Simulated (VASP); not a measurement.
Wanted: the native input for a VASP 6.6.1 run.

```yaml
Task: single point
Functional: BLYP
Potentials_or_basis: VASP PAW PBE potentials, release 64 (Cd, S)
Cutoff: 520 eV
k_mesh: 6 × 6 × 6
Occupations: gaussian, width 0.1 eV
Spin: no spin polarisation
Dipole_correction: no
Further_INCAR_settings: ALGO = Normal; EDIFF = 1e-07; NBANDS = 16
```

The structure of CdS lies in POSCAR:

```
CdS
1.0
    0.0000000000      2.9165000000      2.9165000000
    2.9165000000      0.0000000000      2.9165000000
    2.9165000000      2.9165000000      0.0000000000
Cd S
1 1
Direct
   -0.0136432626      0.0022321415     -0.0011631249
    0.7363182626      0.7521958585      0.7489901249
```

This cell differs from its parent crystal: atoms moved at random.

One way to write it, as run:

INCAR

```
PREC = Accurate
ENCUT = 520
EDIFF = 1E-7
ISMEAR = 0
SIGMA = 0.1
LREAL = False
LASPH = True
NELM = 100
ALGO = Normal
ISIF = 2
LWAVE = False
LCHARG = False
GGA = B5
ALDAX = 1.0
AGGAX = 1.0
AGGAC = 1.0
ALDAC = 0.0
NBANDS = 16
```

KPOINTS

```
Automatic mesh
0
Gamma
  6 6 6
```

Potentials or basis: VASP PAW PBE potentials, release 64 (Cd, S).

Run with:

```bash
$ cat potpaw_PBE.64/Cd/POTCAR potpaw_PBE.64/S/POTCAR > POTCAR
$ mpirun -np 1 vasp_std > vasp.out
```

Results of the run:

- Pressure: 6.5 GPa
- Band gap on the k mesh: 1.12 eV

Caveat: the cell differs from its parent crystal (atoms moved at random); the cell stands under pressure; the PAW data sets were made with another functional, which shifts forces and pressure a little.

It took 24 s on 1 thread of Intel(R) Xeon(R) 6975P-C (Granite Rapids), on a shared host, peak memory 0.2 GiB.
